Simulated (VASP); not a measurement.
# SiGeW3 (Pm-3m) in VASP: density of states with PBE

Aim: the density of states of SiGeW3 with PBE.

All numbers are computed with VASP 6.6.1; they aren't measurements. Logs are shortened: lines on timing, memory, paths and dates and some standing lists are left out, and cuts for length are marked.

### 1 The cell of the first run

Symmetry: Pm-3m, No. 221, cubic system. The conventional cell has a = 4.501 Å, b = 4.501 Å, c = 4.501 Å, α = 90.00°, β = 90.00°, γ = 90.00°. Within 3.0 Å of Si (site symmetry m-3m) lie 6 W at 2.25 Å. Within 4.2 Å of Ge (site symmetry m-3m) lie 12 W at 3.18 Å and 8 Si at 3.90 Å. Within 3.0 Å of W (site symmetry 4/mmm) lie 2 Si at 2.25 Å.

### 2 Density of states, PBE

POSCAR

```
SiGeW3
1.0
    4.5014149041      0.0000000000      0.0000000000
    0.0000000000      4.5014149041      0.0000000000
    0.0000000000      0.0000000000      4.5014149041
Si Ge W
1 1 3
Direct
    0.5000000000      0.5000000000      0.5000000000
    0.0000000000      0.0000000000      0.0000000000
    0.0000000000      0.5000000000      0.5000000000
    0.5000000000      0.0000000000      0.5000000000
    0.5000000000      0.5000000000      0.0000000000
```

INCAR.step1

```
PREC = Accurate
ENCUT = 520
EDIFF = 1E-6
ISMEAR = 0
SIGMA = 0.1
LREAL = F
LASPH = T
NELM = 60
ALGO = Fast
ISIF = 2
LWAVE = F
LCHARG = T
LMAXMIX = 4
GGA = PE
NBANDS = 38
```

KPOINTS.step1

```
regular mesh
0
Gamma
  8 8 8
```

INCAR.step2

```
PREC = Accurate
ENCUT = 520
EDIFF = 1E-6
ISMEAR = -5
SIGMA = 0.1
LREAL = F
LASPH = T
NELM = 60
ALGO = Fast
ISIF = 2
LWAVE = F
LCHARG = F
LMAXMIX = 4
GGA = PE
LORBIT = 11
NBANDS = 38
NEDOS = 1001
ICHARG = 11
```

KPOINTS.step2

```
regular mesh
0
Gamma
  12 12 12
```

Potentials or basis: VASP PAW PBE potentials, release 64 (Si, Ge_d, W_sv).

On the command line:

```console
> cat potpaw_PBE.64/Si/POTCAR potpaw_PBE.64/Ge_d/POTCAR potpaw_PBE.64/W_sv/POTCAR > POTCAR
> cp INCAR.step1 INCAR
> cp KPOINTS.step1 KPOINTS
> mpirun -np 1 vasp_std > vasp.out
> cp INCAR.step2 INCAR
> cp KPOINTS.step2 KPOINTS
> mpirun -np 1 vasp_std > vasp.out
```

OUTCAR:

```text
PREC = Accurate
   ENCUT = 520
   EDIFF = 1E-6
   ISMEAR = -5
   LREAL = F
   LASPH = T
   NELM = 60
   ISIF = 2
   GGA = PE
   LORBIT = 11
   ICHARG = 11

 ion  position               nearest neighbor table
   1  0.500  0.500  0.500-   3 2.25   4 2.25   5 2.25   5 2.25   4 2.25   3 2.25
   2  0.000  0.000  0.000-   3 3.18   4 3.18   5 3.18   3 3.18   4 3.18   3 3.18   5 3.18   3 3.18
                             4 3.18   5 3.18   4 3.18   5 3.18
   3  0.000  0.500  0.500-   1 2.25   1 2.25   4 3.18   5 3.18   2 3.18   5 3.18   2 3.18   4 3.18
                             2 3.18   2 3.18   4 3.18   5 3.18   5 3.18   4 3.18
   4  0.500  0.000  0.500-   1 2.25   1 2.25   3 3.18   5 3.18   2 3.18   5 3.18   2 3.18   3 3.18
                             5 3.18   5 3.18   2 3.18   3 3.18   2 3.18   3 3.18
   5  0.500  0.500  0.000-   1 2.25   1 2.25   3 3.18   4 3.18   2 3.18   3 3.18   4 3.18   2 3.18
                             4 3.18   4 3.18   2 3.18   3 3.18   3 3.18   2 3.18

  LATTYP: Found a simple cubic cell.
 ALAT       =     4.5014149041

  Lattice vectors:

 A1 = (   4.5014149041,   0.0000000000,   0.0000000000)
 A2 = (   0.0000000000,   4.5014149041,   0.0000000000)
 A3 = (   0.0000000000,   0.0000000000,   4.5014149041)

Analysis of symmetry for initial positions (statically):
=====================================================================
 Subroutine PRICEL returns:
 Original cell was already a primitive cell.

 Routine SETGRP: Setting up the symmetry group for a
 simple cubic supercell.

 Subroutine GETGRP returns: Found 48 space group operations
 (whereof 48 operations were pure point group operations)
 out of a pool of 48 trial point group operations.

The static configuration has the point symmetry O_h .

Analysis of symmetry for dynamics (positions and initial velocities):
=====================================================================
 Subroutine PRICEL returns:
 Original cell was already a primitive cell.

 Routine SETGRP: Setting up the symmetry group for a
 simple cubic supercell.

 Subroutine GETGRP returns: Found 48 space group operations
 (whereof 48 operations were pure point group operations)
 out of a pool of 48 trial point group operations.

The dynamic configuration has the point symmetry O_h .

 Subroutine INISYM returns: Found 48 space group operations
 (whereof 48 operations are pure point group operations),
 and found     1 'primitive' translations

----------------------------------------------------------------------------------------

                                     Primitive cell

  volume of cell :      91.2110

  direct lattice vectors                    reciprocal lattice vectors
     4.501414904  0.000000000  0.000000000     0.222152372  0.000000000  0.000000000
     0.000000000  4.501414904  0.000000000     0.000000000  0.222152372  0.000000000
     0.000000000  0.000000000  4.501414904     0.000000000  0.000000000  0.222152372

  length of vectors
     4.501414904  4.501414904  4.501414904     0.222152372  0.222152372  0.222152372

  position of ions in fractional coordinates (direct lattice)
     0.500000000  0.500000000  0.500000000
     0.000000000  0.000000000  0.000000000
     0.000000000  0.500000000  0.500000000
     0.500000000  0.000000000  0.500000000
     0.500000000  0.500000000  0.000000000

  ion indices of the primitive-cell ions
   primitive index   ion index
                 1           1
                 2           2
                 3           3
                 4           4
                 5           5

----------------------------------------------------------------------------------------

 KPOINTS: regular mesh

Automatic generation of k-mesh.
 Grid dimensions read from file:
 generate k-points for:   12   12   12

 Generating k-lattice:

  Cartesian coordinates                     Fractional coordinates (reciprocal lattice)
     0.018512698  0.000000000  0.000000000     0.083333333  0.000000000  0.000000000
     0.000000000  0.018512698  0.000000000     0.000000000  0.083333333  0.000000000
     0.000000000  0.000000000  0.018512698     0.000000000  0.000000000  0.083333333

  Length of vectors
     0.018512698  0.018512698  0.018512698

  Shift w.r.t. Gamma in fractional coordinates (k-lattice)
     0.000000000  0.000000000  0.000000000

 TETIRR: Found    854 inequivalent tetrahedra from    10368

 Subroutine IBZKPT returns following result:
 ===========================================

 Found     84 irreducible k-points:

 Following reciprocal coordinates:
            Coordinates               Weight
  0.000000  0.000000  0.000000      1.000000
  0.083333  0.000000  0.000000      6.000000
  0.166667  0.000000  0.000000      6.000000
  0.250000  0.000000  0.000000      6.000000
  0.333333  0.000000  0.000000      6.000000
  0.416667  0.000000  0.000000      6.000000
[... 16 lines left out ...]
  0.333333  0.333333  0.000000     12.000000
  0.416667  0.333333  0.000000     24.000000
 [... further k-points ...]
   k-points           NKPTS =     84   k-points in BZ     NKDIM =     84   number of bands    NBANDS=     38
   number of dos      NEDOS =   1001   number of ions     NIONS =      5
   total plane-waves  NPLWV =  46656
   dimension x,y,z NGX =    36 NGY =   36 NGZ =   36
   dimension x,y,z NGXF=    72 NGYF=   72 NGZF=   72
   ions per type =               1   1   3
   NGX,Y,Z   is equivalent  to a cutoff of  13.30, 13.30, 13.30 a.u.
   NGXF,Y,Z  is equivalent  to a cutoff of  26.59, 26.59, 26.59 a.u.
 SYSTEM =  unknown system
   PREC   = accura    normal or accurate (medium, high low for compatibility)
   ISTART =      0    job   : 0-new  1-cont  2-samecut
   ICHARG =     11    charge: 1-file 2-atom 10-const
   ISPIN  =      1    spin polarized calculation?
   LNONCOLLINEAR =      F non collinear calculations
   LSORBIT =      F    spin-orbit coupling
   LASPH  =      T    aspherical Exc in radial PAW
   ENCUT  =  520.0 eV  38.22 Ry    6.18 a.u.   8.37  8.37  8.37*2*pi/ulx,y,z
   NELM   =     60;   NELMIN=  2; NELMDL=  0     # of ELM steps
   EDIFF  = 0.1E-05   stopping-criterion for ELM
   LREAL  =      F    real-space projection
   EDIFFG = 0.1E-04   stopping-criterion for IOM
   NSW    =      0    number of steps for IOM
   IBRION =     -1    ionic relax: 0-MD 1-quasi-New 2-CG
   NFREE  =      0    steps in history (QN), initial steepest desc. (CG)
   ISIF   =      2    stress and relaxation
   ISYM   =      2    0-nonsym 1-usesym 2-fastsym
   POTIM  = 0.5000    time-step for ionic-motion
   TEBEG  =    0.0;   TEEND  =   0.0 temperature during run
   PSTRESS=    0.0 pullay stress
   NELECT =      60.0000    total number of electrons
   NUPDOWN=      -1.0000    fix difference up-down
   EMIN   =  10.00;   EMAX   =-10.00  energy-range for DOS
   EFERMI =   0.00;   METHOD = LEGACY
   ISMEAR =    -5;   SIGMA  =   0.10  broadening in eV -4-tet -1-fermi 0-gaus
   EFERMI_NEDOS =   21; number of points for ismear=-14 and -15
   IALGO  =     68    algorithm
   IMIX   =      4    mixing-type and parameters
     AMIX     =   0.40;   BMIX     =  1.00
     AMIX_MAG =   1.60;   BMIX_MAG =  1.00
  volume/ion in A,a.u.               =      18.24       123.10
  Fermi-wavevector in a.u.,A,eV,Ry     =   1.423780  2.690554 27.581041  2.027149
  Thomas-Fermi vector in A             =   2.544341
   LORBIT       =     11    0 simple, 1 ext, 2 COOP (PROOUT), +10 PAW based schemes
   GGA     = PE    functional components
   LHFCALC =     F    Hartree Fock is set to
   AEXX    =    0.0000 exact exchange contribution
   IVDW    =     0    specifies the selected vdW correction
   LEPSILON=     F    determine dielectric tensor
   LRPA    =     F    only Hartree local field effects (RPA)
 non-spin polarized calculation
 RMM-DIIS sequential band-by-band and
 Fermi weights with tetrahedron method with Bloechl corrections
  energy-cutoff  :      520.00
  volume of cell :       91.21
 maximum number of plane-waves:      2517
 NGX is ok and might be reduce to    36

 number of electron      59.9999976 magnetization

 Free energy of the ion-electron system (eV)
  ---------------------------------------------------
  ext. energy  EPLUGINS =         0.00000000
  ---------------------------------------------------
  free energy    TOTEN  =       -41.52880310 eV

  energy without entropy =      -41.52880310  energy(sigma->0) =      -41.52880310

 E-fermi :   8.1760     XC(G=0): -11.9127

 val. band max:        8.2836550150   @ k =   0.2500   0.0000   0.0000
 cond. band min:       8.1278688049   @ k =   0.0833   0.0833   0.0833
 fundamental gap:     -0.1557862101
 Fermi energy:         8.1760129927

 k-point     1 :       0.0000    0.0000    0.0000
  band No.  band energies     occupation
      1     -65.8280      2.00000
      2     -65.8031      2.00000
      3     -65.8031      2.00000
      4     -30.1977      2.00000
      5     -30.1977      2.00000
      6     -30.1977      2.00000
[... 30 lines left out ...]
     37      11.1300      0.00000
     38      11.4211      0.00000

 k-point     2 :       0.0833    0.0000    0.0000
  band No.  band energies     occupation
      1     -65.8276      2.00000
      2     -65.8034      2.00000
      3     -65.8030      2.00000
      4     -30.1950      2.00000
      5     -30.1950      2.00000
      6     -30.1936      2.00000
[... 30 lines left out ...]
     37      11.0207      0.00000
     38      11.4434      0.00000

 k-point     3 :       0.1667    0.0000    0.0000
  band No.  band energies     occupation
      1     -65.8264      2.00000
      2     -65.8044      2.00000
      3     -65.8030      2.00000
      4     -30.1873      2.00000
      5     -30.1873      2.00000
      6     -30.1814      2.00000
[... 30 lines left out ...]
     37      11.3315      0.00000
     38      11.4510      0.00000

 k-point     4 :       0.2500    0.0000    0.0000
  band No.  band energies     occupation
      1     -65.8247      2.00000
      2     -65.8061      2.00000
      3     -65.8030      2.00000
      4     -30.1756      2.00000
      5     -30.1756      2.00000
      6     -30.1619      2.00000
[... 30 lines left out ...]
     37      11.5394      0.00000
     38      11.8877      0.00000
[... 703 lines left out ...]
      4     -30.1635      2.00000
      5     -30.1440      2.00000
      6     -30.1178      2.00000
[... 30 lines left out ...]
     37      11.8811      0.00000
     38      12.3860      0.00000

 k-point    23 :       0.3333    0.3333    0.0000
  band No.  band energies     occupation
      1     -65.8182      2.00000
      2     -65.8091      2.00000
      3     -65.8063      2.00000
      4     -30.1850      2.00000
      5     -30.1287      2.00000
      6     -30.1210      2.00000
[... 30 lines left out ...]
     37      12.0119      0.00000
     38      12.1533      0.00000

 k-point    24 :       0.4167    0.3333    0.0000
  band No.  band energies     occupation
      1     -65.8164      2.00000
      2     -65.8102      2.00000
      3     -65.8069      2.00000
      4     -30.1795      2.00000
      5     -30.1483      2.00000
      6     -30.1056      2.00000
[... 30 lines left out ...]
     37      11.8515      0.00000
     38      12.5921      0.00000

 [... further k-points ...]
[... 5 lines left out ...]
  --------------------------------------------------------------------------------------
  -------------------------------------------------------------------------------------
  Total        0.0022399      0.0022399      0.0022399      0.0000000      0.0000000      0.0000000
  in kB        0.0393457      0.0393457      0.0393457      0.0000000      0.0000000      0.0000000
  external PRESSURE =       0.0393457 kB  Pullay stress =       0.0000000 kB

 VOLUME and BASIS-vectors are now :
 -----------------------------------------------------------------------------
  energy-cutoff  :      520.00
  volume of cell :       91.21
      direct lattice vectors                 reciprocal lattice vectors
     4.501414904  0.000000000  0.000000000     0.222152372  0.000000000  0.000000000
     0.000000000  4.501414904  0.000000000     0.000000000  0.222152372  0.000000000
     0.000000000  0.000000000  4.501414904     0.000000000  0.000000000  0.222152372

 POSITION                                       TOTAL-FORCE (eV/Angst)
 -----------------------------------------------------------------------------------
      2.25071      2.25071      2.25071         0.000000      0.000000      0.000000
      0.00000      0.00000      0.00000         0.000000      0.000000      0.000000
      0.00000      2.25071      2.25071         0.000000      0.000000      0.000000
      2.25071      0.00000      2.25071         0.000000      0.000000      0.000000
      2.25071      2.25071      0.00000         0.000000      0.000000      0.000000
 -----------------------------------------------------------------------------------
    total drift:                                0.000000      0.000000      0.000000

  FREE ENERGIE OF THE ION-ELECTRON SYSTEM (eV)
  ---------------------------------------------------
  free  energy   TOTEN  =       -41.5288030989 eV

  energy  without entropy=      -41.5288030989  energy(sigma->0) =      -41.52880310

 total charge

# of ion       s       p       d       tot
------------------------------------------
    1        0.833   1.231   0.000   2.064
    2        1.112   0.914  10.022  12.047
    3        2.319   6.221   3.438  11.978
    4        2.319   6.221   3.438  11.978
    5        2.319   6.221   3.438  11.978
--------------------------------------------------
tot          8.901  20.808  20.335  50.044
```

Run time: 7.3 min. Hardware: 1 thread of Intel Xeon Platinum 8259CL at 2.50GHz (Skylake/Cascade Lake), shared host; peak memory 0.39 GiB.

Results:

```
Valence electrons inside the program's atomic spheres : Si 2.06; Ge 12.05; W 11.98
```

Caveat: spin-orbit coupling is left out, which moves the levels of the heavy elements; tetrahedron occupations give inexact forces and stress in metals.
